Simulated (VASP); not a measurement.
Runs of VASP 6.6.1 on Mn. The structure is that of space group Fm-3m (No. 225), or close to it. The cells are those of the table. This isn't the form of Mn at room conditions, which is a 58-atom cubic cell.

```tsv
cell	gap on the mesh (eV)	pressure (GPa)	moment (μB)
a = 2.906 Å, angles 60.0°, 1 atom	none	-7.2	3.98
a = 2.682 Å, angles 60.0°, 1 atom	none	13.9	3.64
a = 2.760 Å, angles 60.0°, 1 atom	none	2.7	3.74
a = 2.798 Å, angles 60.0°, 1 atom	none	0.3	(b)
a = 2.835 Å, angles 60.0°, 1 atom	none	-2.1	(c)
a = 2.722 Å, angles 60.0°, 1 atom	none	7.1	3.69
a = 2.871 Å, angles 60.0°, 1 atom	none	-4.9	(a)
```

Alike in all rows: task single point; level r2SCAN; potentials or basis VASP PAW PBE potentials, release 64 (Mn_pv); spin collinear, ferromagnetic start; k mesh 15 × 15 × 15; cutoff (eV) 520; smearing fermi-dirac 0.05 eV.

Q: Fill in the values left out.

A: (a) 3.95; (b) 3.84; (c) 3.92.

Caveats: the PAW data sets were made with another functional, which shifts forces and pressure a little; the cell stands under tension (at least some runs); the cell stands under pressure (at least some runs).

A gap of «none» marks levels without a gap at the run's occupations.
